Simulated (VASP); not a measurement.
# Fe (P6/mmm) in VASP: a series of runs

The runs below take Fe through single point, with LDA.

Everything below comes from runs of VASP 6.6.1. Logs are shortened: lines on timing, memory, paths and dates and some standing lists are left out, and cuts for length are marked.

## (1) The cell of the first run

The structure is hexagonal, space group P6/mmm (No. 191). The conventional cell has a = 3.674 Å, b = 3.674 Å, c = 2.310 Å, α = 90.00°, β = 90.00°, γ = 120.00°. Fe (site symmetry 6/mmm) has 14 Fe at 2.31 to 2.42 Å within 3.1 Å. Fe (site symmetry -6m2) has 11 Fe at 2.12 to 2.42 Å within 2.8 Å.

This isn't the form of Fe at room conditions, which is bcc.

## (2) Single point, LDA, collinear spin, ferrimagnetic start (9.00 Å³/atom)

INCAR

```
SYSTEM = Fe
PREC = Accurate ; ENCUT = 520
EDIFF = 1E-6 ; ISMEAR = -1
SIGMA = 0.05 ; LREAL = .FALSE.
LASPH = .TRUE. ; NELM = 150
ALGO = Normal ; ISIF = 2
LWAVE = .FALSE. ; LCHARG = .FALSE.
ISPIN = 2 ; MAGMOM = -0.294 0.534 0.534
LORBIT = 11 ; LMAXMIX = 4
GGA = CA ; NBANDS = 23
```

KPOINTS

```
regular mesh
0
G
  11 11 15
  0 0 0
```

POSCAR

```
Fe
1.0
    3.6741902356      0.0000000000      0.0000000000
   -1.8370951178      3.1819420823      0.0000000000
    0.0000000000      0.0000000000      2.3099771624
Fe
3
Direct
    0.0000000000      0.0000000000      0.0000000000
    0.3333333333      0.6666666667      0.5000000000
    0.6666666667      0.3333333333      0.5000000000
```

Potentials or basis: VASP PAW LDA potentials, release 64 (Fe).

The run is started by

```console
cat potpaw_LDA.64/Fe/POTCAR > POTCAR
mpirun -np 1 vasp_std > vasp.out
```

OUTCAR:

```text
SYSTEM = Fe
   PREC = Accurate
   ENCUT = 520
   EDIFF = 1E-6
   ISMEAR = -1
   LREAL = .FALSE.
   LASPH = .TRUE.
   NELM = 150
   ISIF = 2
   ISPIN = 2
   LORBIT = 11
   GGA = CA

 ion  position               nearest neighbor table
   1  0.000  0.000  0.000-   2 2.42   3 2.42   2 2.42   3 2.42   2 2.42   2 2.42   3 2.42   3 2.42
                             3 2.42   3 2.42   2 2.42   2 2.42
   2  0.333  0.667  0.500-   3 2.12   3 2.12   3 2.12   1 2.42   1 2.42   1 2.42   1 2.42   1 2.42
                             1 2.42
   3  0.667  0.333  0.500-   2 2.12   2 2.12   2 2.12   1 2.42   1 2.42   1 2.42   1 2.42   1 2.42
                             1 2.42

  LATTYP: Found a hexagonal cell.
 ALAT       =     3.6741902356
 C/A-ratio  =     0.6287037454

  Lattice vectors:

 A1 = (   3.6741902356,   0.0000000000,   0.0000000000)
 A2 = (  -1.8370951178,   3.1819420823,   0.0000000000)
 A3 = (   0.0000000000,   0.0000000000,   2.3099771624)

Analysis of symmetry for initial positions (statically):
=====================================================================
 Subroutine PRICEL returns:
 Original cell was already a primitive cell.

 Routine SETGRP: Setting up the symmetry group for a
 hexagonal supercell.

 Subroutine GETGRP returns: Found 24 space group operations
 (whereof 24 operations were pure point group operations)
 out of a pool of 24 trial point group operations.

The static configuration has the point symmetry D_6h.

Analysis of symmetry for dynamics (positions and initial velocities):
=====================================================================
 Subroutine PRICEL returns:
 Original cell was already a primitive cell.

 Routine SETGRP: Setting up the symmetry group for a
 hexagonal supercell.

 Subroutine GETGRP returns: Found 24 space group operations
 (whereof 24 operations were pure point group operations)
 out of a pool of 24 trial point group operations.

The dynamic configuration has the point symmetry D_6h.

Analysis of structural, dynamic, and magnetic symmetry:
=====================================================================
 Subroutine PRICEL returns:
 Original cell was already a primitive cell.

 Routine SETGRP: Setting up the symmetry group for a
 hexagonal supercell.

 Subroutine GETGRP returns: Found 24 space group operations
 (whereof 24 operations were pure point group operations)
 out of a pool of 24 trial point group operations.

The overall configuration has the point symmetry D_6h.

 Subroutine INISYM returns: Found 24 space group operations
 (whereof 24 operations are pure point group operations),
 and found     1 'primitive' translations

----------------------------------------------------------------------------------------

                                     Primitive cell

  volume of cell :      27.0061

  direct lattice vectors                    reciprocal lattice vectors
     3.674190236  0.000000000  0.000000000     0.272168814  0.157136738  0.000000000
    -1.837095118  3.181942082  0.000000000     0.000000000  0.314273476  0.000000000
     0.000000000  0.000000000  2.309977162     0.000000000  0.000000000  0.432904713

  length of vectors
     3.674190236  3.674190236  2.309977162     0.314273476  0.314273476  0.432904713

  position of ions in fractional coordinates (direct lattice)
     0.000000000  0.000000000  0.000000000
     0.333333333  0.666666667  0.500000000
     0.666666667  0.333333333  0.500000000

  ion indices of the primitive-cell ions
   primitive index   ion index
                 1           1
                 2           2
                 3           3

----------------------------------------------------------------------------------------

 KPOINTS: regular mesh

Automatic generation of k-mesh.
 Grid dimensions read from file:
 generate k-points for:   11   11   15

 Generating k-lattice:

  Cartesian coordinates                     Fractional coordinates (reciprocal lattice)
     0.024742619  0.014285158  0.000000000     0.090909091 -0.000000000  0.000000000
     0.000000000  0.028570316  0.000000000     0.000000000  0.090909091  0.000000000
     0.000000000  0.000000000  0.028860314     0.000000000  0.000000000  0.066666667

  Length of vectors
     0.028570316  0.028570316  0.028860314

  Shift w.r.t. Gamma in fractional coordinates (k-lattice)
     0.000000000  0.000000000  0.000000000

 Subroutine IBZKPT returns following result:
 ===========================================

 Found    128 irreducible k-points:

 Following reciprocal coordinates:
            Coordinates               Weight
  0.000000  0.000000  0.000000      1.000000
  0.090909 -0.000000  0.000000      6.000000
  0.181818 -0.000000  0.000000      6.000000
  0.272727 -0.000000  0.000000      6.000000
  0.363636 -0.000000  0.000000      6.000000
  0.454545 -0.000000  0.000000      6.000000
[... 16 lines left out ...]
  0.090909  0.090909  0.066667     12.000000
  0.181818  0.090909  0.066667     24.000000
 [... further k-points ...]
   k-points           NKPTS =    128   k-points in BZ     NKDIM =    128   number of bands    NBANDS=     23
   number of dos      NEDOS =    301   number of ions     NIONS =      3
   total plane-waves  NPLWV =  14112
   dimension x,y,z NGX =    28 NGY =   28 NGZ =   18
   dimension x,y,z NGXF=    56 NGYF=   56 NGZF=   36
   ions per type =               3
   NGX,Y,Z   is equivalent  to a cutoff of  12.67, 12.67, 12.95 a.u.
   NGXF,Y,Z  is equivalent  to a cutoff of  25.34, 25.34, 25.91 a.u.
 SYSTEM =  Fe
   PREC   = accura    normal or accurate (medium, high low for compatibility)
   ISTART =      0    job   : 0-new  1-cont  2-samecut
   ICHARG =      2    charge: 1-file 2-atom 10-const
   ISPIN  =      2    spin polarized calculation?
   LNONCOLLINEAR =      F non collinear calculations
   LSORBIT =      F    spin-orbit coupling
   LASPH  =      T    aspherical Exc in radial PAW
   ENCUT  =  520.0 eV  38.22 Ry    6.18 a.u.   6.83  6.83  4.30*2*pi/ulx,y,z
   NELM   =    150;   NELMIN=  2; NELMDL= -5     # of ELM steps
   EDIFF  = 0.1E-05   stopping-criterion for ELM
   LREAL  =      F    real-space projection
[... 7 lines left out ...]
   TEBEG  =    0.0;   TEEND  =   0.0 temperature during run
   PSTRESS=    0.0 pullay stress
   NELECT =      24.0000    total number of electrons
   NUPDOWN=      -1.0000    fix difference up-down
   EMIN   =  10.00;   EMAX   =-10.00  energy-range for DOS
   EFERMI =   0.00;   METHOD = LEGACY
   ISMEAR =    -1;   SIGMA  =   0.05  broadening in eV -4-tet -1-fermi 0-gaus
   EFERMI_NEDOS =   21; number of points for ismear=-14 and -15
   IALGO  =     38    algorithm
   IMIX   =      4    mixing-type and parameters
     AMIX     =   0.40;   BMIX     =  1.00
     AMIX_MAG =   1.60;   BMIX_MAG =  1.00
  volume/ion in A,a.u.               =       9.00        60.75
  Fermi-wavevector in a.u.,A,eV,Ry     =   1.573952  2.974337 33.706035  2.477324
  Thomas-Fermi vector in A             =   2.675159
   LORBIT       =     11    0 simple, 1 ext, 2 COOP (PROOUT), +10 PAW based schemes
   GGA     = CA    functional components
   LHFCALC =     F    Hartree Fock is set to
   AEXX    =    0.0000 exact exchange contribution
   IVDW    =     0    specifies the selected vdW correction
   LEPSILON=     F    determine dielectric tensor
   LRPA    =     F    only Hartree local field effects (RPA)
 spin polarized calculation
  energy-cutoff  :      520.00
  volume of cell :       27.01
 maximum number of plane-waves:       751
 NGX is ok and might be reduce to    28
   NGX = 13   NGY = 13   NGZ =  9

 number of electron      23.9999988 magnetization       0.0021364

 Free energy of the ion-electron system (eV)
  ---------------------------------------------------
  ext. energy  EPLUGINS =         0.00000000
  ---------------------------------------------------
  free energy    TOTEN  =       -27.50761504 eV

  energy without entropy =      -27.46971592  energy(sigma->0) =      -27.48866548

 E-fermi :   8.4653     XC(G=0): -14.7928

 val. band max:        8.4611399311   @ k =   0.2727   0.1818   0.4667
 cond. band min:       8.4711626471   @ k =   0.1818   0.1818   0.0667
 fundamental gap:      0.0100227160
 Fermi energy:         8.4652539102

 spin component 1

 k-point     1 :       0.0000    0.0000    0.0000
  band No.  band energies     occupation
      1      -1.2618      1.00000
      2       3.0695      1.00000
      3       5.0690      1.00000
      4       5.0690      1.00000
      5       5.0868      1.00000
      6       5.0868      1.00000
[... 15 lines left out ...]
     22      21.1609      0.00000
     23      26.4913      0.00000

 k-point     2 :       0.0909   -0.0000    0.0000
  band No.  band energies     occupation
      1      -1.1205      1.00000
      2       3.1098      1.00000
      3       4.5624      1.00000
      4       4.7623      1.00000
      5       5.1966      1.00000
      6       5.5492      1.00000
[... 15 lines left out ...]
     22      21.8564      0.00000
     23      26.7274      0.00000

 k-point     3 :       0.1818   -0.0000    0.0000
  band No.  band energies     occupation
      1      -0.7070      1.00000
      2       3.1737      1.00000
      3       4.0285      1.00000
      4       4.5977      1.00000
      5       4.8938      1.00000
      6       5.8337      1.00000
[... 15 lines left out ...]
     22      23.8361      0.00000
     23      27.4094      0.00000
[... 495 lines left out ...]
 k-point    23 :       0.0909    0.0909    0.0667
  band No.  band energies     occupation
      1      -0.7042      1.00000
      2       3.2752      1.00000
      3       4.2725      1.00000
      4       4.2928      1.00000
      5       5.3207      1.00000
      6       5.4647      1.00000
[... 15 lines left out ...]
     22      22.9721      0.00000
     23      26.1950      0.00000

 k-point    24 :       0.1818    0.0909    0.0667
  band No.  band energies     occupation
      1      -0.1776      1.00000
      2       3.2344      1.00000
      3       3.8782      1.00000
      4       4.1679      1.00000
      5       5.1114      1.00000
      6       5.7548      1.00000
[... 15 lines left out ...]
     22      25.1904      0.00000
     23      27.0425      0.00000

 [... further k-points ...]

 spin component 2

 k-point     1 :       0.0000    0.0000    0.0000
  band No.  band energies     occupation
      1      -1.2616      1.00000
      2       3.0699      1.00000
      3       5.0691      1.00000
      4       5.0691      1.00000
      5       5.0875      1.00000
      6       5.0875      1.00000
[... 15 lines left out ...]
     22      21.1616      0.00000
     23      26.4916      0.00000

 k-point     2 :       0.0909   -0.0000    0.0000
  band No.  band energies     occupation
      1      -1.1203      1.00000
      2       3.1101      1.00000
      3       4.5629      1.00000
      4       4.7627      1.00000
      5       5.1971      1.00000
      6       5.5496      1.00000
[... 15 lines left out ...]
     22      21.8568      0.00000
     23      26.7278      0.00000

 k-point     3 :       0.1818   -0.0000    0.0000
  band No.  band energies     occupation
      1      -0.7067      1.00000
      2       3.1740      1.00000
      3       4.0289      1.00000
      4       4.5983      1.00000
      5       4.8944      1.00000
      6       5.8344      1.00000
[... 15 lines left out ...]
     22      23.8364      0.00000
     23      27.4098      0.00000
[... 495 lines left out ...]
 k-point    23 :       0.0909    0.0909    0.0667
  band No.  band energies     occupation
      1      -0.7040      1.00000
      2       3.2755      1.00000
      3       4.2729      1.00000
      4       4.2934      1.00000
      5       5.3213      1.00000
      6       5.4650      1.00000
[... 15 lines left out ...]
     22      22.9726      0.00000
     23      26.1953      0.00000

 k-point    24 :       0.1818    0.0909    0.0667
  band No.  band energies     occupation
      1      -0.1774      1.00000
      2       3.2347      1.00000
      3       3.8786      1.00000
      4       4.1684      1.00000
      5       5.1120      1.00000
      6       5.7553      1.00000
[... 15 lines left out ...]
     22      25.1908      0.00000
     23      27.0428      0.00000

 [... further k-points ...]

------------------------ aborting loop because EDIFF is reached ----------------------------------------

  FORCE on cell =-STRESS in cart. coord.  units (eV):
  Direction    XX          YY          ZZ          XY          YZ          ZX
  --------------------------------------------------------------------------------------
  -------------------------------------------------------------------------------------
  Total        5.2698961      5.2698961      4.7344443     -0.0000000      0.0000000      0.0000000
  in kB      312.6446754    312.6446753    280.8781789     -0.0000000      0.0000000      0.0000000
  external PRESSURE =     302.0558432 kB  Pullay stress =       0.0000000 kB

 VOLUME and BASIS-vectors are now :
 -----------------------------------------------------------------------------
  energy-cutoff  :      520.00
  volume of cell :       27.01
      direct lattice vectors                 reciprocal lattice vectors
     3.674190236  0.000000000  0.000000000     0.272168814  0.157136738  0.000000000
    -1.837095118  3.181942082  0.000000000     0.000000000  0.314273476  0.000000000
     0.000000000  0.000000000  2.309977162     0.000000000  0.000000000  0.432904713

 POSITION                                       TOTAL-FORCE (eV/Angst)
 -----------------------------------------------------------------------------------
      0.00000      0.00000      0.00000         0.000000      0.000000      0.000000
     -0.00000      2.12129      1.15499        -0.000000      0.000000      0.000000
      1.83710      1.06065      1.15499         0.000000      0.000000     -0.000000
 -----------------------------------------------------------------------------------
    total drift:                                0.000000      0.000000     -0.000000

  FREE ENERGIE OF THE ION-ELECTRON SYSTEM (eV)
  ---------------------------------------------------
  free  energy   TOTEN  =       -27.5076150388 eV

  energy  without entropy=      -27.4697159229  energy(sigma->0) =      -27.48866548

 total charge

# of ion       s       p       d       tot
------------------------------------------
    1        0.579   0.750   6.472   7.801
    2        0.617   0.773   6.556   7.946
    3        0.617   0.773   6.556   7.946
--------------------------------------------------
tot          1.812   2.296  19.584  23.692

 magnetization (x)

# of ion       s       p       d       tot
------------------------------------------
    1       -0.000  -0.000  -0.001  -0.001
    2        0.000   0.000   0.001   0.001
    3        0.000   0.000   0.001   0.001
--------------------------------------------------
tot          0.000   0.000   0.002   0.002
```

Run time: 1.9 min. Hardware: 1 thread of AMD EPYC 9R45 (Zen 5), shared host; peak memory 0.18 GiB.

What came out:

```yaml
Free_energy: -27.5076 eV
Pressure: 30.2 GPa
Band_gap_on_the_k_mesh: zero (filled and empty bands overlap)
Net_moment: 0.00 μB per cell
Valence_electrons_inside_the_program's_atomic_spheres: Fe 7.80, 7.95 (each value once)
```

Stress tensor (GPa, compression positive):
```
31.26  0.00  0.00
 0.00 31.26  0.00
 0.00  0.00 28.09
```

Levels at points of the mesh, in eV from the Fermi level:
Spin up:
```
           k point  band 8  band 9  band 10  band 11  band 12  band 13  band 14  band 15  band 16  band 17
(0.00, 0.00, 0.00)   -2.20   -1.66    -1.66    -1.10    -1.10    -1.00    -1.00     1.18     1.18     9.02
```
Spin down:
```tsv
k point	band 9	band 10	band 11	band 12	band 13	band 14	band 15	band 16
(0.00, 0.00, 0.00)	-1.66	-1.66	-1.10	-1.10	-1.00	-1.00	1.18	1.18
```

Caveat: the cell stands under pressure; the moments typed at the start vanished in this run.

## (3) Single point, LDA, collinear spin, ferrimagnetic start

This run uses another cell than the first one, of 9.78 Å³/atom.

INCAR

```
SYSTEM = Fe
PREC = Accurate ; ENCUT = 520
EDIFF = 1E-6 ; ISMEAR = -1
SIGMA = 0.05 ; LREAL = .FALSE.
LASPH = .TRUE. ; NELM = 150
ALGO = Normal ; ISIF = 2
LWAVE = .FALSE. ; LCHARG = .TRUE.
ISPIN = 2 ; MAGMOM = -0.375 0.577 0.577
LORBIT = 11 ; LMAXMIX = 4
LELF = .TRUE. ; LVHAR = .TRUE.
NBANDS = 23
```

KPOINTS

```
Automatic mesh
0
G
  13 13 17
  0 0 0
```

POSCAR

```
Fe
1.0
    3.7777425943      0.0000000000      0.0000000000
   -1.8888712972      3.2716210556      0.0000000000
    0.0000000000      0.0000000000      2.3750809182
Fe
3
Direct
    0.0000000000      0.0000000000      0.0000000000
    0.3333333333      0.6666666667      0.5000000000
    0.6666666667      0.3333333333      0.5000000000
```

Potentials or basis: VASP PAW LDA potentials, release 64 (Fe).

The run is started by

```console
cat potpaw_LDA.64/Fe/POTCAR > POTCAR
mpirun -np 1 vasp_std > vasp.out
```

It took 3.6 min on 1 thread of AMD EPYC 9R45 (Zen 5), shared host; peak memory 0.24 GiB.

Results (log left out):

```
Free energy                                           : -27.6964 eV
Pressure                                              : -2.3 GPa
Band gap on the k mesh                                : zero (filled and empty bands overlap)
Net moment                                            : 0.00 μB per cell
Valence electrons inside the program's atomic spheres : Fe 7.56, 7.70 (each value once)
```

Stress tensor (GPa, compression positive):
```
-2.24  0.00  0.00
 0.00 -2.24  0.00
 0.00  0.00 -2.32
```

Levels at points of the mesh, in eV from the Fermi level:
Spin up:
| k point | band 9 | band 10 | band 11 | band 12 | band 13 | band 14 | band 15 | band 16 |
| --- | --- | --- | --- | --- | --- | --- | --- | --- |
| (0.00, 0.00, 0.00) | -1.47 | -1.47 | -0.97 | -0.97 | -0.88 | -0.88 | 1.03 | 1.03 |
Spin down:
| k point | band 10 | band 11 | band 12 | band 13 | band 14 | band 15 |
| --- | --- | --- | --- | --- | --- | --- |
| (0.00, 0.00, 0.00) | -1.47 | -0.96 | -0.96 | -0.88 | -0.88 | 1.03 |

Caveat: the moments typed at the start vanished in this run.
